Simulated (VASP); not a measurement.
# Ti5Cl in VASP: relaxation of the atoms with PBE

Aim: the relaxation of the atoms of Ti5Cl with PBE.

Program: VASP 6.6.1. These are calculated values, not measurements. Logs are shortened: lines on timing, memory, paths and dates and some standing lists are left out, and cuts for length are marked.

## (1) The cell of the first run

The cell holds a slab with vacuum, 6 atoms: a = 2.938 Å, b = 2.938 Å, c = 24.712 Å, α = 90.00°, β = 90.00°, γ = 120.00°.

## (2) Relaxation of the atoms, PBE

Input file INCAR:

```
SYSTEM = Ti5Cl
PREC = Accurate
ENCUT = 520
EDIFF = 1E-6
ISMEAR = 0
SIGMA = 0.1
LREAL = .False.
LASPH = .True.
NELM = 80
ALGO = Fast
ISIF = 2
LWAVE = .False.
LCHARG = .False.
LDIPOL = .True.
IDIPOL = 3
DIPOL = 0.5 0.5 0.393
GGA = PE
IBRION = 2
NSW = 36
EDIFFG = -0.025
```

Input file KPOINTS:

```
regular mesh
0
Gamma
  9 9 1
  0 0 0
```

Input file POSCAR:

```
Ti5Cl
1.0
    2.9381632086      0.0000000000      0.0000000000
   -1.4690816043      2.5445239791      0.0000000000
    0.0000000000      0.0000000000     24.7117068140
Ti Cl
5 1
Selective dynamics
Direct
    0.6666666667      0.3333333333      0.1618666015  F F F
    0.3333333333      0.6666666667      0.2559609806  F F F
    0.6666666667      0.3333333333      0.3506708119  F F F
    0.3333333333      0.6666666667      0.4475655916  F F F
    0.6666666667      0.3333333333      0.5346335206  F F F
    0.6666666667      0.8333333333      0.6050597277  F F T
```

Potentials or basis: VASP PAW PBE potentials, release 64 (Ti_sv, Cl).

The run is started by

```sh
> cat potpaw_PBE.64/Ti_sv/POTCAR potpaw_PBE.64/Cl/POTCAR > POTCAR
> mpirun -np 1 vasp_std > vasp.out
```

OUTCAR:

```text
SYSTEM = Ti5Cl
   PREC = Accurate
   ENCUT = 520
   EDIFF = 1E-6
   ISMEAR = 0
   LREAL = .False.
   LASPH = .True.
   NELM = 80
   ISIF = 2
   GGA = PE
   IBRION = 2
   NSW = 36
   EDIFFG = -0.025

 ion  position               nearest neighbor table
   1  0.667  0.333  0.162-   2 2.88   2 2.88   2 2.88
   2  0.333  0.667  0.256-   1 2.88   1 2.88   1 2.88   3 2.89   3 2.89   3 2.89
   3  0.667  0.333  0.351-   2 2.89   2 2.89   2 2.89
   4  0.333  0.667  0.448-   5 2.74   5 2.74   5 2.74
   5  0.667  0.333  0.535-   6 2.28   6 2.28   4 2.74   4 2.74   4 2.74
   6  0.667  0.833  0.605-   5 2.28   5 2.28

  LATTYP: Found a hexagonal cell.
 ALAT       =     2.9381632086
 C/A-ratio  =     8.4105970498

  Lattice vectors:

 A1 = (   2.9381632086,   0.0000000000,   0.0000000000)
 A2 = (  -1.4690816043,   2.5445239791,   0.0000000000)
 A3 = (   0.0000000000,   0.0000000000,  24.7117068140)

Analysis of symmetry for initial positions (statically):
=====================================================================
 Subroutine PRICEL returns:
 Original cell was already a primitive cell.

 Routine SETGRP: Setting up the symmetry group for a
 hexagonal supercell.

 Subroutine GETGRP returns: Found  2 space group operations
 (whereof  2 operations were pure point group operations)
 out of a pool of 24 trial point group operations.

The static configuration has the point symmetry C_1h.

Analysis of symmetry for dynamics (positions and initial velocities):
=====================================================================
 Subroutine PRICEL returns:
 Original cell was already a primitive cell.

 Routine SETGRP: Setting up the symmetry group for a
 hexagonal supercell.

 Subroutine GETGRP returns: Found  2 space group operations
 (whereof  2 operations were pure point group operations)
 out of a pool of 24 trial point group operations.

The dynamic configuration has the point symmetry C_1h.

Analysis of constrained symmetry for selective dynamics:
=====================================================================
 Subroutine PRICEL returns:
 Original cell was already a primitive cell.

 Routine SETGRP: Setting up the symmetry group for a
 hexagonal supercell.

 Subroutine GETGRP returns: Found  2 space group operations
 (whereof  2 operations were pure point group operations)
 out of a pool of 24 trial point group operations.

The constrained configuration has the point symmetry C_1h.

 Subroutine INISYM returns: Found  2 space group operations
 (whereof  2 operations are pure point group operations),
 and found     1 'primitive' translations

----------------------------------------------------------------------------------------

                                     Primitive cell

  volume of cell :     184.7503

  direct lattice vectors                    reciprocal lattice vectors
     2.938163209  0.000000000  0.000000000     0.340348690  0.196500408  0.000000000
    -1.469081604  2.544523979  0.000000000     0.000000000  0.393000816  0.000000000
     0.000000000  0.000000000 24.711706814     0.000000000  0.000000000  0.040466650

  length of vectors
     2.938163209  2.938163209 24.711706814     0.393000816  0.393000816  0.040466650

  position of ions in fractional coordinates (direct lattice)
     0.666666667  0.333333333  0.161866602
     0.333333333  0.666666667  0.255960981
     0.666666667  0.333333333  0.350670812
     0.333333333  0.666666667  0.447565592
     0.666666667  0.333333333  0.534633521
     0.666666667  0.833333333  0.605059728

  ion indices of the primitive-cell ions
   primitive index   ion index
                 1           1
                 2           2
                 3           3
                 4           4
[... 55 lines left out ...]
   k-points           NKPTS =     25   k-points in BZ     NKDIM =     25   number of bands    NBANDS=     40
   number of dos      NEDOS =    301   number of ions     NIONS =      6
   total plane-waves  NPLWV = 110592
   dimension x,y,z NGX =    24 NGY =   24 NGZ =  192
   dimension x,y,z NGXF=    48 NGYF=   48 NGZF=  384
   ions per type =               5   1
   NGX,Y,Z   is equivalent  to a cutoff of  13.58, 13.58, 12.92 a.u.
   NGXF,Y,Z  is equivalent  to a cutoff of  27.16, 27.16, 25.83 a.u.
 SYSTEM =  Ti5Cl
   PREC   = accura    normal or accurate (medium, high low for compatibility)
   ISTART =      0    job   : 0-new  1-cont  2-samecut
   ICHARG =      2    charge: 1-file 2-atom 10-const
   ISPIN  =      1    spin polarized calculation?
   LNONCOLLINEAR =      F non collinear calculations
   LSORBIT =      F    spin-orbit coupling
   LASPH  =      T    aspherical Exc in radial PAW
   ENCUT  =  520.0 eV  38.22 Ry    6.18 a.u.   5.46  5.46 45.95*2*pi/ulx,y,z
   NELM   =     80;   NELMIN=  2; NELMDL= -5     # of ELM steps
   EDIFF  = 0.1E-05   stopping-criterion for ELM
   LREAL  =      F    real-space projection
   EDIFFG = -.3E-01   stopping-criterion for IOM
   NSW    =     36    number of steps for IOM
   IBRION =      2    ionic relax: 0-MD 1-quasi-New 2-CG
   NFREE  =      1    steps in history (QN), initial steepest desc. (CG)
   ISIF   =      2    stress and relaxation
   ISYM   =      2    0-nonsym 1-usesym 2-fastsym
   POTIM  = 0.5000    time-step for ionic-motion
   TEBEG  =    0.0;   TEEND  =   0.0 temperature during run
   PSTRESS=    0.0 pullay stress
   NELECT =      67.0000    total number of electrons
   NUPDOWN=      -1.0000    fix difference up-down
   EMIN   =  10.00;   EMAX   =-10.00  energy-range for DOS
   EFERMI =   0.00;   METHOD = LEGACY
   ISMEAR =     0;   SIGMA  =   0.10  broadening in eV -4-tet -1-fermi 0-gaus
   EFERMI_NEDOS =   21; number of points for ismear=-14 and -15
   IALGO  =     68    algorithm
   IMIX   =      4    mixing-type and parameters
     AMIX     =   0.40;   BMIX     =  1.00
     AMIX_MAG =   1.60;   BMIX_MAG =  1.00
  volume/ion in A,a.u.               =      30.79       207.79
  Fermi-wavevector in a.u.,A,eV,Ry     =   1.167449  2.206159 18.543896  1.362938
  Thomas-Fermi vector in A             =   2.303949
   LORBIT       =      0    0 simple, 1 ext, 2 COOP (PROOUT), +10 PAW based schemes
   GGA     = PE    functional components
   LHFCALC =     F    Hartree Fock is set to
   AEXX    =    0.0000 exact exchange contribution
   IVDW    =     0    specifies the selected vdW correction
   LEPSILON=     F    determine dielectric tensor
   LRPA    =     F    only Hartree local field effects (RPA)
 conjugate gradient relaxation of ions
 non-spin polarized calculation
 RMM-DIIS sequential band-by-band and
 Gauss-broadening in eV      SIGMA  =   0.10
  energy-cutoff  :      520.00
  volume of cell :      184.75
 maximum number of plane-waves:      5059
 NGX is ok and might be reduce to    24
   NGX = 11   NGY = 11   NGZ = 91

--------------------------------------- Ionic step        1  -------------------------------------------

 number of electron      66.9999993 magnetization

 Free energy of the ion-electron system (eV)
  ---------------------------------------------------
  ext. energy  EPLUGINS =         0.00000000
  ---------------------------------------------------
  free energy    TOTEN  =       -41.33296045 eV

  energy without entropy =      -41.29004108  energy(sigma->0) =      -41.31150076

------------------------ aborting loop EDIFF was not reached (unconverged)  ----------------------------

  FORCE on cell =-STRESS in cart. coord.  units (eV):
  Direction    XX          YY          ZZ          XY          YZ          ZX
  --------------------------------------------------------------------------------------
  -------------------------------------------------------------------------------------
  Total        3.8847228      4.7737110      2.6264366     -0.7698864      0.1300985      0.2253368
  in kB       33.6887898     41.3982042     22.7767782     -6.6765487      1.1282302      1.9541481
  external PRESSURE =      32.6212574 kB  Pullay stress =       0.0000000 kB
[... 27 lines left out ...]
--------------------------------------- Ionic step        2  -------------------------------------------

 number of electron      66.9999993 magnetization

------------------------ aborting loop because EDIFF is reached ----------------------------------------

  FORCE on cell =-STRESS in cart. coord.  units (eV):
  Direction    XX          YY          ZZ          XY          YZ          ZX
  --------------------------------------------------------------------------------------
  -------------------------------------------------------------------------------------
  Total        3.6335091      4.0574771      0.6435535     -0.3671671      0.1216099      0.2106343
  in kB       31.5102336     35.1869361      5.5809745     -3.1841178      1.0546161      1.8266459
  external PRESSURE =      24.0927147 kB  Pullay stress =       0.0000000 kB
[... 21 lines left out ...]
  FREE ENERGIE OF THE ION-ELECTRON SYSTEM (eV)
  ---------------------------------------------------
  free  energy   TOTEN  =       -41.4333989474 eV

  energy  without entropy=      -41.3902385909  energy(sigma->0) =      -41.41181877

 dipolmoment           0.000000      0.000000     -0.001750 electrons x Angstroem

--------------------------------------- Ionic step        3  -------------------------------------------

 number of electron      66.9999992 magnetization

 dipolmoment           0.000000      0.000000      0.005514 electrons x Angstroem

 Free energy of the ion-electron system (eV)
  ---------------------------------------------------
  ext. energy  EPLUGINS =         0.00000000
  ---------------------------------------------------
  free energy    TOTEN  =       -41.44628600 eV

  energy without entropy =      -41.40301850  energy(sigma->0) =      -41.42465225

 E-fermi :   2.6197     XC(G=0):  -6.9177

 val. band max:        2.6163807122   @ k =  -0.4444   0.3333   0.0000
 cond. band min:       2.6203548955   @ k =   0.3333   0.1111   0.0000
 fundamental gap:      0.0039741832
 Fermi energy:         2.6196734958

 k-point     1 :       0.0000    0.0000    0.0000
  band No.  band energies     occupation
      1     -54.5762      2.00000
      2     -54.3529      2.00000
      3     -54.1913      2.00000
      4     -54.1437      2.00000
      5     -54.1056      2.00000
      6     -31.0416      2.00000
[... 1021 lines left out ...]
     39       3.2254      0.00000
     40       3.9168      0.00000

 [... further k-points ...]

------------------------ aborting loop because EDIFF is reached ----------------------------------------

 vacuum level on the upper side and lower side of the slab       (xc-potential included)        -0.137        -0.327

  FORCE on cell =-STRESS in cart. coord.  units (eV):
  Direction    XX          YY          ZZ          XY          YZ          ZX
  --------------------------------------------------------------------------------------
  -------------------------------------------------------------------------------------
  Total        3.5289385      3.7575638     -0.4127050     -0.1979953      0.1167287      0.2021797
  in kB       30.6033853     32.5860513     -3.5790280     -1.7170391      1.0122853      1.7533273
  external PRESSURE =      19.8701362 kB  Pullay stress =       0.0000000 kB
[... 21 lines left out ...]
  FREE ENERGIE OF THE ION-ELECTRON SYSTEM (eV)
  ---------------------------------------------------
  free  energy   TOTEN  =       -41.4462860007 eV

  energy  without entropy=      -41.4030185049  energy(sigma->0) =      -41.42465225

 reached required accuracy - stopping structural energy minimisation

 vacuum level on the upper side and lower side of the slab         6.989         6.798
```

It took 46 min on 1 thread of Oxide Virtual Turin-like, shared host; peak memory 0.39 GiB.

What came out:

```
Free energy               : -41.4463 eV
Energy gained by relaxing : 18.9 meV/atom
Ionic steps               : 3
Band gap on the k mesh    : zero (an odd number of electrons rules out a gap without spin polarisation)
```

Step by step:
| step | energy change (eV) | largest force on free atoms (eV/Å) | pressure (GPa) |
| --- | --- | --- | --- |
| 1 | 0.0000 | 1.7946 | 3.26 |
| 2 | -0.1004 | 0.5653 | 2.41 |
| 3 | -0.1133 | 0.0037 | 1.99 |

Final structure:
```yaml
crystal:
  lattice:
    - [2.93816, 0.00000, 0.00000]
    - [-1.46908, 2.54452, 0.00000]
    - [0.00000, 0.00000, 24.71171]
  atoms:
    - { symbol: Ti, position: [0.66667, 0.33333, 0.16187] }
    - { symbol: Ti, position: [0.33333, 0.66667, 0.25596] }
    - { symbol: Ti, position: [0.66667, 0.33333, 0.35067] }
    - { symbol: Ti, position: [0.33333, 0.66667, 0.44757] }
    - { symbol: Ti, position: [0.66667, 0.33333, 0.53463] }
    - { symbol: Cl, position: [0.66667, 0.83333, 0.61046] }
```

Levels at points of the mesh, in eV from the Fermi level:
| k point | band 31 | band 32 | band 33 | band 34 | band 35 | band 36 | band 37 | band 38 |
| --- | --- | --- | --- | --- | --- | --- | --- | --- |
| (0.00, 0.00, 0.00) | 0.07 | 0.29 | 0.32 | 0.39 | 0.62 | 0.64 | 0.69 | 0.73 |

Caveat: an odd number of electrons without spin polarisation forces a metal; a magnetic or distorted state may lie lower.
